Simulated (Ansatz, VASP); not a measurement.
## BaO: VASP beside Ansatz

```
Ba O
1.0
     0.00000    2.71708    2.71708
     2.71708    0.00000    2.71708
     2.71708    2.71708    0.00000
Ba O
1 1
Cartesian
  0.0000 0.0000 0.0000
  2.7171 2.7171 2.7171
```

Alike in both runs: task single point; functional LDA; k mesh 8 × 8 × 8; no spin polarisation.

```csv
,VASP,Ansatz
version,VASP 6.6.1,Ansatz 0.2.0
potentials or method,"VASP PAW LDA potentials, release 64 (Ba_sv, O), cutoff 600 eV","scalar-relativistic, plane waves, PAW"
occupations,"gaussian, width 0.01 eV",fixed
valence electrons in the cell,16,16
```

Ansatz gave:

| Item | Value |
| --- | --- |
| gap on the k mesh at the Fermi level (eV) | 1.69 |
| least direct gap on the mesh (eV) | 1.69 |
| pressure (GPa) | 0.0 |

**Question.** Which values does VASP return?

**Answer.** gap on the k mesh at the Fermi level (eV): 1.60; least direct gap on the mesh (eV): 1.60; pressure (GPa): 2.2.

Ansatz warns that its potentials were made for another functional, while VASP's fit it. LDA's correlation is that of Perdew and Zunger in VASP and of Perdew and Wang (1992) in Ansatz.

Spin-orbit coupling is off throughout.
